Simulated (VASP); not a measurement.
Wanted: the native input for a VASP 6.6.1 run.

```
Task                   : single point
Functional             : PBE
Potentials or basis    : VASP PAW PBE potentials, release 64 (Sc_sv)
Cutoff                 : 520 eV
k mesh                 : 6 × 6 × 6
Occupations            : gaussian, width 0.1 eV
Spin                   : no spin polarisation
Dipole correction      : no
Further INCAR settings : ALGO = Normal; EDIFF = 1e-07; NBANDS = 12
```

The structure of Sc lies in POSCAR:

```
Sc
1.0
    3.2019616822      0.0000000000      0.0000000000
    1.5021078373      2.8441406042      0.0000000000
    1.5489936237      0.9264468030      2.6741812389
Sc
1
Direct
    0.0000000000      0.0000000000      0.0000000000
```

One way to write it, as run:

INCAR

```
SYSTEM = Sc
PREC = Accurate
ENCUT = 520
EDIFF = 1E-7
ISMEAR = 0
SIGMA = 0.1
LREAL = .FALSE.
LASPH = .TRUE.
NELM = 100
ALGO = Normal
ISIF = 2
LWAVE = .FALSE.
LCHARG = .TRUE.
GGA = PE
LELF = .TRUE.
LVHAR = .TRUE.
NBANDS = 12
```

KPOINTS

```
Automatic mesh
0
G
  6 6 6
  0 0 0
```

Potentials or basis: VASP PAW PBE potentials, release 64 (Sc_sv).

The run is started by

```bash
$ cat potpaw_PBE.64/Sc_sv/POTCAR > POTCAR
$ mpirun -np 1 vasp_std > vasp.out
```

It gave:

The pressure is 0.7 GPa.

Caveat: the k points lie up to 0.39 Å⁻¹ apart.

Wall time 17 s on 1 thread of Intel(R) Xeon(R) Platinum 8259CL CPU @ 2.50GHz (Skylake/Cascade Lake), with other jobs on the host, peak memory 0.16 GiB.
